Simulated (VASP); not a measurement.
# Be3CdF2 (P6/mmm) in VASP: further runs

Be3CdF2 is run at these levels: PBE; tasks: single point, relaxation of cell and atoms.

Program: VASP 6.6.1. These are calculated values, not measurements. Logs are shortened: lines on timing, memory, paths and dates and some standing lists are left out, and cuts for length are marked.

## Step 1: The cell of the first run

It takes space group P6/mmm (No. 191, hexagonal). Conventional cell: a = 4.254 Å, b = 4.254 Å, c = 4.797 Å, α = 90.00°, β = 90.00°, γ = 120.00°. Be (site symmetry mmm) has 4 Be at 2.13 Å and 4 F at 2.69 Å within 2.8 Å. Within 3.2 Å of Cd (site symmetry 6/mmm) lie 6 F at 2.46 Å. F (site symmetry -6m2) has 3 F at 2.46 Å and 3 Cd at 2.46 Å and 6 Be at 2.69 Å within 3.2 Å.

## Step 2: Single point, PBE

INCAR

```
ALGO = Normal ; EDIFF = 1E-6
ENCUT = 520 ; GGA = PE
ISIF = 2 ; ISMEAR = 0
LASPH = True ; LCHARG = False
LREAL = False ; LWAVE = False
NBANDS = 25 ; NELM = 80
PREC = Accurate ; SIGMA = 0.1
```

KPOINTS

```
k-points
0
Gamma
  6 6 6
```

POSCAR

```
Be3CdF2
1.0
    4.2542594357      0.0000000027      0.0000000000
   -2.1271297202      3.6842967443      0.0000000000
    0.0000000000      0.0000000000      4.7967913246
Be Cd F
3 1 2
Direct
    0.5000000000      0.0000000000      0.5000000000
    0.5000000000      0.5000000000      0.5000000000
    0.0000000000      0.5000000000      0.5000000000
    0.0000000000      0.0000000000      0.0000000000
    0.3333333333      0.6666666667      0.0000000000
    0.6666666667      0.3333333333      0.0000000000
```

Potentials or basis: VASP PAW PBE potentials, release 64 (Be, Cd, F).

Run with:

```console
> cat potpaw_PBE.64/Be/POTCAR potpaw_PBE.64/Cd/POTCAR potpaw_PBE.64/F/POTCAR > POTCAR
> mpirun -np 1 vasp_std > vasp.out
```

OUTCAR:

```text
EDIFF = 1E-6
   ENCUT = 520
   GGA = PE
   ISIF = 2
   ISMEAR = 0
   LASPH = True
   LREAL = False
   NELM = 80
   PREC = Accurate

 ion  position               nearest neighbor table
   1  0.500  0.000  0.500-   3 2.13   3 2.13   2 2.13   2 2.13
   2  0.500  0.500  0.500-   3 2.13   3 2.13   1 2.13   1 2.13
   3  0.000  0.500  0.500-   2 2.13   2 2.13   1 2.13   1 2.13
   4  0.000  0.000  0.000-   5 2.46   6 2.46   6 2.46   5 2.46   6 2.46   5 2.46
   5  0.333  0.667  0.000-   4 2.46   4 2.46   4 2.46
   6  0.667  0.333  0.000-   4 2.46   4 2.46   4 2.46

  LATTYP: Found a hexagonal cell.
 ALAT       =     4.2542594357
 C/A-ratio  =     1.1275267522

  Lattice vectors:

 A1 = (   4.2542594357,   0.0000000027,   0.0000000000)
 A2 = (  -2.1271297202,   3.6842967443,   0.0000000000)
 A3 = (   0.0000000000,   0.0000000000,   4.7967913246)

Analysis of symmetry for initial positions (statically):
=====================================================================
 Subroutine PRICEL returns:
 Original cell was already a primitive cell.

 Routine SETGRP: Setting up the symmetry group for a
 hexagonal supercell.

 Subroutine GETGRP returns: Found 24 space group operations
 (whereof 24 operations were pure point group operations)
 out of a pool of 24 trial point group operations.

The static configuration has the point symmetry D_6h.

Analysis of symmetry for dynamics (positions and initial velocities):
=====================================================================
 Subroutine PRICEL returns:
 Original cell was already a primitive cell.

 Routine SETGRP: Setting up the symmetry group for a
 hexagonal supercell.

 Subroutine GETGRP returns: Found 24 space group operations
 (whereof 24 operations were pure point group operations)
 out of a pool of 24 trial point group operations.

The dynamic configuration has the point symmetry D_6h.

 Subroutine INISYM returns: Found 24 space group operations
 (whereof 24 operations are pure point group operations),
 and found     1 'primitive' translations

----------------------------------------------------------------------------------------

                                     Primitive cell

  volume of cell :      75.1847

[... 90 lines left out ...]
   ISPIN  =      1    spin polarized calculation?
   LNONCOLLINEAR =      F non collinear calculations
   LSORBIT =      F    spin-orbit coupling
   LASPH  =      T    aspherical Exc in radial PAW
   ENCUT  =  520.0 eV  38.22 Ry    6.18 a.u.   7.91  7.91  8.92*2*pi/ulx,y,z
   NELM   =     80;   NELMIN=  2; NELMDL= -5     # of ELM steps
   EDIFF  = 0.1E-05   stopping-criterion for ELM
   LREAL  =      F    real-space projection
   EDIFFG = 0.1E-04   stopping-criterion for IOM
   NSW    =      0    number of steps for IOM
   IBRION =     -1    ionic relax: 0-MD 1-quasi-New 2-CG
   NFREE  =      0    steps in history (QN), initial steepest desc. (CG)
   ISIF   =      2    stress and relaxation
   ISYM   =      2    0-nonsym 1-usesym 2-fastsym
   POTIM  = 0.5000    time-step for ionic-motion
   TEBEG  =    0.0;   TEEND  =   0.0 temperature during run
   PSTRESS=    0.0 pullay stress
   NELECT =      32.0000    total number of electrons
   NUPDOWN=      -1.0000    fix difference up-down
   EMIN   =  10.00;   EMAX   =-10.00  energy-range for DOS
   EFERMI =   0.00;   METHOD = LEGACY
   ISMEAR =     0;   SIGMA  =   0.10  broadening in eV -4-tet -1-fermi 0-gaus
   EFERMI_NEDOS =   21; number of points for ismear=-14 and -15
   IALGO  =     38    algorithm
   IMIX   =      4    mixing-type and parameters
     AMIX     =   0.40;   BMIX     =  1.00
     AMIX_MAG =   1.60;   BMIX_MAG =  1.00
  volume/ion in A,a.u.               =      12.53        84.56
  Fermi-wavevector in a.u.,A,eV,Ry     =   1.231445  2.327094 20.632648  1.516457
  Thomas-Fermi vector in A             =   2.366254
   LORBIT       =      0    0 simple, 1 ext, 2 COOP (PROOUT), +10 PAW based schemes
   GGA     = PE    functional components
   LHFCALC =     F    Hartree Fock is set to
   AEXX    =    0.0000 exact exchange contribution
   IVDW    =     0    specifies the selected vdW correction
   LEPSILON=     F    determine dielectric tensor
   LRPA    =     F    only Hartree local field effects (RPA)
 non-spin polarized calculation
 Gauss-broadening in eV      SIGMA  =   0.10
  energy-cutoff  :      520.00
  volume of cell :       75.18
 maximum number of plane-waves:      2058
 NGX is ok and might be reduce to    32
   NGX = 15   NGY = 15   NGZ = 17

 number of electron      31.9999981 magnetization

 Free energy of the ion-electron system (eV)
  ---------------------------------------------------
  ext. energy  EPLUGINS =         0.00000000
  ---------------------------------------------------
  free energy    TOTEN  =       -17.46628375 eV

  energy without entropy =      -17.46234594  energy(sigma->0) =      -17.46431484

 E-fermi :   2.7158     XC(G=0):  -9.9892

 val. band max:        2.6865578675   @ k =   0.1667   0.1667   0.3333
 cond. band min:       2.7399710985   @ k =   0.0000   0.0000   0.1667
 fundamental gap:      0.0534132310
 Fermi energy:         2.7157778443

 k-point     1 :       0.0000    0.0000    0.0000
  band No.  band energies     occupation
      1     -20.6839      2.00000
      2     -19.6625      2.00000
      3      -6.0925      2.00000
      4      -6.0925      2.00000
      5      -5.7443      2.00000
      6      -5.6026      2.00000
[... 661 lines left out ...]
     24      11.4170      0.00000
     25      12.2635      0.00000

 [... further k-points ...]
[... 5 lines left out ...]
  --------------------------------------------------------------------------------------
  -------------------------------------------------------------------------------------
  Total        0.1323908      0.1323908      0.0003096     -0.0000000      0.0000000      0.0000000
  in kB        2.8212342      2.8212342      0.0065973     -0.0000000      0.0000000      0.0000000
  external PRESSURE =       1.8830219 kB  Pullay stress =       0.0000000 kB

 VOLUME and BASIS-vectors are now :
 -----------------------------------------------------------------------------
  energy-cutoff  :      520.00
  volume of cell :       75.18
      direct lattice vectors                 reciprocal lattice vectors
     4.254259436  0.000000003  0.000000000     0.235058537  0.135711110  0.000000000
    -2.127129720  3.684296744  0.000000000    -0.000000000  0.271422219  0.000000000
     0.000000000  0.000000000  4.796791325     0.000000000  0.000000000  0.208472692

 POSITION                                       TOTAL-FORCE (eV/Angst)
 -----------------------------------------------------------------------------------
      2.12713      0.00000      2.39840        -0.000000      0.000000      0.000000
      1.06356      1.84215      2.39840        -0.000000      0.000000      0.000000
     -1.06356      1.84215      2.39840        -0.000000      0.000000      0.000000
      0.00000      0.00000      0.00000        -0.000000      0.000000      0.000000
     -0.00000      2.45620      0.00000         0.000000     -0.000000     -0.000000
      2.12713      1.22810      0.00000        -0.000000      0.000000      0.000000
 -----------------------------------------------------------------------------------
    total drift:                               -0.000000      0.000000     -0.000000

  FREE ENERGIE OF THE ION-ELECTRON SYSTEM (eV)
  ---------------------------------------------------
  free  energy   TOTEN  =       -17.4662837510 eV

  energy  without entropy=      -17.4623459383  energy(sigma->0) =      -17.46431484
```

Wall time 23 s (1 thread of Intel Xeon Platinum 8559C (Emerald Rapids), shared host); peak memory 0.2 GiB.

Results:

```
Free energy            : -17.4663 eV
Pressure               : 0.2 GPa
Band gap on the k mesh : zero (band 16 reaches 3.84 eV, above the bottom of band 17 at 2.16 eV)
```

## Step 3: Relaxation of cell and atoms, PBE

This run uses another cell than the first one, of 11.28 Å³/atom, 0.900 times its volume.

INCAR

```
SYSTEM = Be3CdF2
PREC = Accurate
ENCUT = 600
EDIFF = 1E-6
ISMEAR = 0
SIGMA = 0.1
LREAL = .False.
LASPH = .True.
NELM = 100
ALGO = Normal
ISIF = 3
LWAVE = .False.
LCHARG = .False.
GGA = PE
IBRION = 2
NSW = 90
EDIFFG = -0.04
```

KPOINTS

```
Automatic mesh
0
Gamma
  6 6 6
  0 0 0
```

POSCAR

```
Be3CdF2
1.0
    4.5820159700      0.0000000000      0.0000000000
   -2.2910079900      3.9681422300      0.0000000000
    0.0000000000      0.0000000000      3.7224247500
Be Cd F
3 1 2
Direct
    0.5000000000      0.0000000000      0.5000000000
    0.5000000000      0.5000000000      0.5000000000
    0.0000000000      0.5000000000      0.5000000000
    0.0000000000      0.0000000000      0.0000000000
    0.3333333300      0.6666666700      0.0000000000
    0.6666666700      0.3333333300      0.0000000000
```

Potentials or basis: VASP PAW PBE potentials, release 64 (Be, Cd, F).

Run with:

```console
> cat potpaw_PBE.64/Be/POTCAR potpaw_PBE.64/Cd/POTCAR potpaw_PBE.64/F/POTCAR > POTCAR
> mpirun -np 1 vasp_std > vasp.out
```

OUTCAR:

```text
SYSTEM = Be3CdF2
   PREC = Accurate
   ENCUT = 600
   EDIFF = 1E-6
   ISMEAR = 0
   LREAL = .False.
   LASPH = .True.
   NELM = 100
   ISIF = 3
   GGA = PE
   IBRION = 2
   NSW = 90
   EDIFFG = -0.04

 ion  position               nearest neighbor table
   1  0.500  0.000  0.500-   3 2.29   3 2.29   2 2.29   2 2.29   4 2.95   4 2.95   4 2.95   4 2.95

   2  0.500  0.500  0.500-   3 2.29   3 2.29   1 2.29   1 2.29   4 2.95   4 2.95   4 2.95   4 2.95

   3  0.000  0.500  0.500-   1 2.29   1 2.29   2 2.29   2 2.29   4 2.95   4 2.95   4 2.95   4 2.95

   4  0.000  0.000  0.000-   5 2.65   6 2.65   6 2.65   5 2.65   6 2.65   5 2.65   2 2.95   2 2.95
                             2 2.95   2 2.95   1 2.95   1 2.95   1 2.95   1 2.95   3 2.95   3 2.95
   5  0.333  0.667  0.000-   4 2.65   4 2.65   4 2.65
   6  0.667  0.333  0.000-   4 2.65   4 2.65   4 2.65

  LATTYP: Found a hexagonal cell.
 ALAT       =     4.5820159700
 C/A-ratio  =     0.8123989035

  Lattice vectors:

 A1 = (   4.5820159700,   0.0000000000,   0.0000000000)
 A2 = (  -2.2910079900,   3.9681422300,   0.0000000000)
 A3 = (   0.0000000000,   0.0000000000,   3.7224247500)

Analysis of symmetry for initial positions (statically):
=====================================================================
 Subroutine PRICEL returns:
 Original cell was already a primitive cell.

 Routine SETGRP: Setting up the symmetry group for a
[... 186 lines left out ...]
  Total        1.3069909      1.3069909      4.7575462     -0.0000000      0.0000000     -0.0000000
  in kB       30.9395082     30.9395082    112.6221562     -0.0000000      0.0000000     -0.0000000
  external PRESSURE =      58.1670576 kB  Pullay stress =       0.0000000 kB
[... 101 lines left out ...]
  FREE ENERGIE OF THE ION-ELECTRON SYSTEM (eV)
  ---------------------------------------------------
  free  energy   TOTEN  =       -16.9088695370 eV

  energy  without entropy=      -16.8976011965  energy(sigma->0) =      -16.90323537

[... ionic steps 4 to 7 ...]

--------------------------------------- Ionic step        8  -------------------------------------------

 number of electron      32.0000018 magnetization

 E-fermi :   2.7292     XC(G=0):  -9.9914

 val. band max:        2.7189817480   @ k =   0.1667   0.1667   0.3333
 cond. band min:       2.7753313072   @ k =   0.1667   0.0000   0.0000
 fundamental gap:      0.0563495593
 Fermi energy:         2.7292283831

 k-point     1 :       0.0000    0.0000    0.0000
  band No.  band energies     occupation
      1     -20.6301      2.00000
      2     -19.7036      2.00000
      3      -6.0833      2.00000
      4      -6.0833      2.00000
      5      -5.7881      2.00000
      6      -5.6640      2.00000
[... 622 lines left out ...]
--------------------------------------- Ionic step       10  -------------------------------------------

 number of electron      32.0000020 magnetization

 Free energy of the ion-electron system (eV)
  ---------------------------------------------------
  ext. energy  EPLUGINS =         0.00000000
  ---------------------------------------------------
  free energy    TOTEN  =       -17.40843927 eV

  energy without entropy =      -17.40260831  energy(sigma->0) =      -17.40552379

 E-fermi :   2.9451     XC(G=0): -10.1029

 val. band max:        2.7091080721   @ k =   0.3333   0.0000   0.5000
 cond. band min:       2.9460203221   @ k =   0.1667   0.1667   0.3333
 fundamental gap:      0.2369122500
 Fermi energy:         2.9451491094

 k-point     1 :       0.0000    0.0000    0.0000
  band No.  band energies     occupation
      1     -20.5964      2.00000
      2     -19.6158      2.00000
      3      -5.9769      2.00000
      4      -5.9769      2.00000
      5      -5.6316      2.00000
      6      -5.4937      2.00000
[... 576 lines left out ...]
  FREE ENERGIE OF THE ION-ELECTRON SYSTEM (eV)
  ---------------------------------------------------
  free  energy   TOTEN  =       -17.4084392725 eV

  energy  without entropy=      -17.4026083095  energy(sigma->0) =      -17.40552379

 reached required accuracy - stopping structural energy minimisation
```

CONTCAR:

```text
Be3CdF2
   1.00000000000000
     4.2821331761907997    0.0000000004008266    0.0000000000000000
    -2.1410665924210357    3.7084361123186009   -0.0000000000000000
     0.0000000000000000    0.0000000000000000    4.6286249974608262
  Be              Cd              F
     3     1     2
Direct
     0.5000000000000000    0.0000000000000000    0.5000000000000000
     0.5000000000000000    0.5000000000000000    0.5000000000000000
     0.0000000000000000    0.5000000000000000    0.5000000000000000
     0.0000000000000000    0.0000000000000000    0.0000000000000000
     0.3333333300000021    0.6666666699999979    0.0000000000000000
     0.6666666699999979    0.3333333300000021    0.0000000000000000

  0.00000000E+00  0.00000000E+00  0.00000000E+00
  0.00000000E+00  0.00000000E+00  0.00000000E+00
  0.00000000E+00  0.00000000E+00  0.00000000E+00
  0.00000000E+00  0.00000000E+00  0.00000000E+00
  0.00000000E+00  0.00000000E+00  0.00000000E+00
  0.00000000E+00  0.00000000E+00  0.00000000E+00
```

It took 3.1 min on 1 thread of Intel Xeon Platinum 8559C (Emerald Rapids), shared host; peak memory 0.24 GiB.

Results:

```
Free energy                            : -17.4084 eV
Relaxed volume                         : 12.25 Å³/atom
Relaxed cell                           : a = 4.282 Å, b = 4.282 Å, c = 4.629 Å, α = 90.00°, β = 90.00°, γ = 120.00°
Space group after relaxing (to 0.05 Å) : P6/mmm (No. 191)
Energy gained by relaxing              : 114.2 meV/atom
Ionic steps                            : 10
Pressure after relaxing                : 0.0 GPa
Band gap on the k mesh                 : zero (band 16 reaches 3.97 eV, above the bottom of band 17 at 2.35 eV)
```

Stress tensor (GPa, compression positive):
```
-0.04  0.00  0.00
 0.00 -0.04  0.00
 0.00  0.00  0.09
```

The path:
| step | energy change (eV) | largest force (eV/Å) | pressure (GPa) | volume (Å³) |
| --- | --- | --- | --- | --- |
| 1 | 0.0000 | 0.0000 | 5.82 | 67.68 |
| 2 | -0.1531 | 0.0000 | 0.96 | 71.76 |
| 3 | -0.1859 | 0.0000 | -3.65 | 76.51 |
| 4 | -0.1912 | 0.0000 | -2.63 | 75.34 |
| 5 | -0.3325 | 0.0000 | -3.27 | 75.61 |
| 6 | -0.6565 | 0.0000 | -2.52 | 75.55 |
| 7 | -0.6550 | 0.0000 | -1.08 | 75.14 |
| 8 | -0.6731 | 0.0000 | -2.05 | 75.42 |
| 9 | -0.6765 | 0.0000 | 1.82 | 71.92 |
| 10 | -0.6855 | 0.0000 | 0.01 | 73.50 |

Final structure:
```cif
data_structure
_symmetry_space_group_name_H-M 'P 1'
_symmetry_Int_Tables_number 1
_cell_length_a 4.2821
_cell_length_b 4.2821
_cell_length_c 4.6286
_cell_angle_alpha 90.000
_cell_angle_beta 90.000
_cell_angle_gamma 120.000
_cell_volume 73.50
loop_
_atom_site_label
_atom_site_type_symbol
_atom_site_fract_x
_atom_site_fract_y
_atom_site_fract_z
_atom_site_occupancy
Be1 Be 0.50000 0.00000 0.50000 1
Be2 Be 0.50000 0.50000 0.50000 1
Be3 Be 0.00000 0.50000 0.50000 1
Cd1 Cd 0.00000 0.00000 0.00000 1
F1 F 0.33333 0.66667 0.00000 1
F2 F 0.66667 0.33333 0.00000 1
```

(Continued in part 2 of 2.)
